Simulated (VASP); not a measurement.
# Ge in VASP: further runs

Ge is run at these levels: PBE; tasks: single point.

Program: VASP 6.6.1. These are calculated values, not measurements. Logs are shortened: lines on timing, memory, paths and dates and some standing lists are left out, and cuts for length are marked.

### Step 1. The cell of the first run

The structure is monoclinic, space group C2/m (No. 12). Conventional cell: a = 6.699 Å, b = 3.868 Å, c = 4.068 Å, α = 90.00°, β = 123.41°, γ = 90.00°. Ge (site symmetry m) has 4 Ge at 2.41 to 2.48 Å within 3.2 Å.

### Step 2. Single point, PBE

Input file INCAR:

```
ALGO = Normal
EDIFF = 1E-6
ENCUT = 520
GGA = PE
ISIF = 2
ISMEAR = 0
ISYM = 0
LASPH = T
LCHARG = F
LREAL = F
LWAVE = F
NBANDS = 21
NELM = 100
PREC = Accurate
SIGMA = 0.1
```

Input file KPOINTS:

```
k-points
0
Gamma
  9 9 10
```

Input file POSCAR:

```
Ge
1.0
    3.8677046954     -0.0000007969      0.0032674629
   -1.9338530378      3.3495317159      0.0000000000
    1.9368426003      1.1182365967      3.3976468382
Ge
2
Direct
   -0.0068847000      0.4965576500      0.5099070161
    0.5068847000      0.2534423500      0.2400929839
```

Potentials or basis: VASP PAW PBE potentials, release 64 (Ge_d).

Command:

```sh
cat potpaw_PBE.64/Ge_d/POTCAR > POTCAR
mpirun -np 1 vasp_std > vasp.out
```

OUTCAR:

```text
EDIFF = 1E-6
   ENCUT = 520
   GGA = PE
   ISIF = 2
   ISMEAR = 0
   ISYM = 0
   LASPH = T
   LREAL = F
   NELM = 100
   PREC = Accurate

 ion  position               nearest neighbor table
   1  0.993  0.497  0.510-   2 2.41   2 2.41   2 2.41   2 2.48
   2  0.507  0.253  0.240-   1 2.41   1 2.41   1 2.41   1 2.48

IMPORTANT INFORMATION: All symmetrisations will be switched off!
NOSYMM: (Re-)initialisation of all symmetry stuff for point group C_1.

----------------------------------------------------------------------------------------

                                     Primitive cell

  volume of cell :      43.9882

  direct lattice vectors                    reciprocal lattice vectors
     3.867704695 -0.000000797  0.003267463     0.258717437  0.149370582 -0.196643923
    -1.933853038  3.349531716  0.000000000     0.000083125  0.298597188 -0.098321962
     1.936842600  1.118236597  3.397646838    -0.000248804 -0.000143647  0.294510458

  length of vectors
     3.867706076  3.867706076  4.067654900     0.357652227  0.314368407  0.294510598

  position of ions in fractional coordinates (direct lattice)
     0.993115300  0.496557650  0.509907016
     0.506884700  0.253442350  0.240092984

  ion indices of the primitive-cell ions
   primitive index   ion index
                 1           1
                 2           2

----------------------------------------------------------------------------------------

 KPOINTS: k-points

Automatic generation of k-mesh.
 Grid dimensions read from file:
 generate k-points for:    9    9   10

 Generating k-lattice:

  Cartesian coordinates                     Fractional coordinates (reciprocal lattice)
     0.028746382  0.016596731 -0.021849325     0.111111111  0.000000000  0.000000000
     0.000009236  0.033177465 -0.010924662    -0.000000000  0.111111111  0.000000000
    -0.000024880 -0.000014365  0.029451046     0.000000000 -0.000000000  0.100000000

  Length of vectors
     0.039739136  0.034929823  0.029451060

  Shift w.r.t. Gamma in fractional coordinates (k-lattice)
     0.000000000  0.000000000  0.000000000

 Subroutine IBZKPT returns following result:
 ===========================================

 Found    406 irreducible k-points:

[... 38 lines left out ...]
   ICHARG =      2    charge: 1-file 2-atom 10-const
   ISPIN  =      1    spin polarized calculation?
   LNONCOLLINEAR =      F non collinear calculations
   LSORBIT =      F    spin-orbit coupling
   LASPH  =      T    aspherical Exc in radial PAW
   ENCUT  =  520.0 eV  38.22 Ry    6.18 a.u.   7.19  7.19  7.56*2*pi/ulx,y,z
   NELM   =    100;   NELMIN=  2; NELMDL= -5     # of ELM steps
   EDIFF  = 0.1E-05   stopping-criterion for ELM
   LREAL  =      F    real-space projection
   EDIFFG = 0.1E-04   stopping-criterion for IOM
   NSW    =      0    number of steps for IOM
   IBRION =     -1    ionic relax: 0-MD 1-quasi-New 2-CG
   NFREE  =      0    steps in history (QN), initial steepest desc. (CG)
   ISIF   =      2    stress and relaxation
   ISYM   =      0    0-nonsym 1-usesym 2-fastsym
   POTIM  = 0.5000    time-step for ionic-motion
   TEBEG  =    0.0;   TEEND  =   0.0 temperature during run
   PSTRESS=    0.0 pullay stress
   NELECT =      28.0000    total number of electrons
   NUPDOWN=      -1.0000    fix difference up-down
   EMIN   =  10.00;   EMAX   =-10.00  energy-range for DOS
   EFERMI =   0.00;   METHOD = LEGACY
   ISMEAR =     0;   SIGMA  =   0.10  broadening in eV -4-tet -1-fermi 0-gaus
   EFERMI_NEDOS =   21; number of points for ismear=-14 and -15
   IALGO  =     38    algorithm
   IMIX   =      4    mixing-type and parameters
     AMIX     =   0.40;   BMIX     =  1.00
     AMIX_MAG =   1.60;   BMIX_MAG =  1.00
  volume/ion in A,a.u.               =      21.99       148.42
  Fermi-wavevector in a.u.,A,eV,Ry     =   1.408257  2.661220 26.982914  1.983188
  Thomas-Fermi vector in A             =   2.530433
   LORBIT       =      0    0 simple, 1 ext, 2 COOP (PROOUT), +10 PAW based schemes
   GGA     = PE    functional components
   LHFCALC =     F    Hartree Fock is set to
   AEXX    =    0.0000 exact exchange contribution
   IVDW    =     0    specifies the selected vdW correction
   LEPSILON=     F    determine dielectric tensor
   LRPA    =     F    only Hartree local field effects (RPA)
 non-spin polarized calculation
 Gauss-broadening in eV      SIGMA  =   0.10
  energy-cutoff  :      520.00
  volume of cell :       43.99
 maximum number of plane-waves:      1204
 NGX is ok and might be reduce to    30
   NGX = 15   NGY = 15   NGZ = 15

 number of electron      27.9999987 magnetization

 Free energy of the ion-electron system (eV)
  ---------------------------------------------------
  ext. energy  EPLUGINS =         0.00000000
  ---------------------------------------------------
  free energy    TOTEN  =        -8.90512766 eV

  energy without entropy =       -8.90444369  energy(sigma->0) =       -8.90478568

 E-fermi :   5.3507     XC(G=0): -10.0695

 val. band max:        5.3452481990   @ k =   0.0000  -0.0000   0.1000
 cond. band min:       5.5106597201   @ k =  -0.3333   0.3333  -0.0000
 fundamental gap:      0.1654115211
 Fermi energy:         5.3506982672

 k-point     1 :       0.0000    0.0000    0.0000
  band No.  band energies     occupation
      1     -19.5951      2.00000
      2     -19.5948      2.00000
      3     -19.5383      2.00000
      4     -19.5371      2.00000
      5     -19.5369      2.00000
      6     -19.3569      2.00000
[... 565 lines left out ...]
     20      14.3149      0.00000
     21      14.9285      0.00000

 [... further k-points ...]

------------------------ aborting loop because EDIFF is reached ----------------------------------------

  FORCE on cell =-STRESS in cart. coord.  units (eV):
  Direction    XX          YY          ZZ          XY          YZ          ZX
  --------------------------------------------------------------------------------------
  -------------------------------------------------------------------------------------
  Total        2.5174309      2.4993715     -0.0355886      0.0155955      0.0016708      0.0028907
  in kB       91.6920147     91.0342384     -1.2962373      0.5680331      0.0608540      0.1052870
  external PRESSURE =      60.4766719 kB  Pullay stress =       0.0000000 kB

 VOLUME and BASIS-vectors are now :
 -----------------------------------------------------------------------------
  energy-cutoff  :      520.00
  volume of cell :       43.99
      direct lattice vectors                 reciprocal lattice vectors
     3.867704695 -0.000000797  0.003267463     0.258717437  0.149370582 -0.196643923
    -1.933853038  3.349531716  0.000000000     0.000083125  0.298597188 -0.098321962
     1.936842600  1.118236597  3.397646838    -0.000248804 -0.000143647  0.294510458

 POSITION                                       TOTAL-FORCE (eV/Angst)
 -----------------------------------------------------------------------------------
      3.86842      2.23343      1.73573        -0.001038     -0.000593     -0.003586
      1.93538      1.11739      0.81741         0.001038      0.000593      0.003586
 -----------------------------------------------------------------------------------
    total drift:                                0.000005      0.000007      0.000125

  FREE ENERGIE OF THE ION-ELECTRON SYSTEM (eV)
  ---------------------------------------------------
  free  energy   TOTEN  =        -8.9051276640 eV

  energy  without entropy=       -8.9044436894  energy(sigma->0) =       -8.90478568
```

It took 8.8 min on 1 thread of Intel Xeon 8259CL, shared host; peak memory 0.39 GiB.

Results:

```yaml
Free_energy: -8.9051 eV
Pressure: 6.0 GPa
Largest_force: 0.004 eV/Å
Band_gap_on_the_k_mesh: zero (bands 14 and 15 overlap by 0.26 eV)
```

Forces in eV/Å, atoms in the order of the input:
```
Ge  -0.001 -0.001 -0.004
Ge   0.001  0.001  0.004
```

Stress tensor (GPa, compression positive):
```
 9.17  0.06  0.01
 0.06  9.10  0.01
 0.01  0.01 -0.13
```

Caveat: the stress differs along the axes, from -0 to 9 GPa; semilocal functionals underestimate gaps, and a narrow one can read as zero.

### Step 3. Single point, PBE

This run uses another cell than the first one, of 22.93 Å³/atom.

Input file INCAR:

```
ALGO     = Normal         # electronic algorithm
EDIFF    = 1E-6           # SCF threshold, eV
ENCUT    = 520            # plane-wave cutoff, eV
GGA      = PE             # functional
ISIF     = 2              # what is computed and relaxed
ISMEAR   = 0              # smearing method
ISYM     = 0            
LASPH    = True           # aspherical terms in the spheres
LCHARG   = False          # write CHGCAR
LREAL    = False          # projectors in reciprocal space
LWAVE    = False          # write WAVECAR
NBANDS   = 21             # bands
NELM     = 100            # most SCF steps
PREC     = Accurate       # precision mode
SIGMA    = 0.1            # smearing width, eV
```

KPOINTS is that of step 2.

Input file POSCAR:

```
Ge
1.0
    3.8677060756      0.0000000000      0.0000000000
   -1.9338530378      3.3495317159      0.0000000000
    1.9338530378      1.1165105720      3.5398436156
Ge
2
Direct
    0.0000000000      0.5000000000      0.5000000000
    0.5000000000      0.2500000000      0.2500000000
```

Potentials or basis: VASP PAW PBE potentials, release 64 (Ge_d).

Command:

```sh
cat potpaw_PBE.64/Ge_d/POTCAR > POTCAR
mpirun -np 1 vasp_std > vasp.out
```

Run time: 9.8 min. Hardware: 1 thread of Intel Xeon 8259CL, shared host; peak memory 0.41 GiB.

The run converged. Its results:

```
Free energy            : -8.8320 eV
Pressure               : 4.1 GPa
Largest force          : 0.777 eV/Å
Band gap on the k mesh : zero (bands 14 and 15 overlap by 0.30 eV)
```

Forces in eV/Å, atoms in the order of the input:
```
Ge  -0.007 -0.004  0.777
Ge   0.007  0.004 -0.777
```

Stress tensor (GPa, compression positive):
```
 9.45  0.03  0.05
 0.03  9.41  0.03
 0.05  0.03 -6.61
```

Levels at points of the mesh, in eV from the Fermi level:
| k point | band 11 | band 12 | band 13 | band 14 | band 15 | band 16 | band 17 | band 18 |
| --- | --- | --- | --- | --- | --- | --- | --- | --- |
| (0.00, 0.00, 0.00) | -12.67 | -0.63 | -0.19 | 0.18 | 0.18 | 2.27 | 3.19 | 3.19 |
| (0.00, 0.00, 0.50) | -11.28 | -7.16 | -0.77 | -0.77 | 1.19 | 4.17 | 4.17 | 7.67 |

Caveat: the stress differs along the axes, from -7 to 9 GPa; semilocal functionals underestimate gaps, and a narrow one can read as zero.

The gap in the log of VASP goes by the Fermi energy; the results here count the filled bands.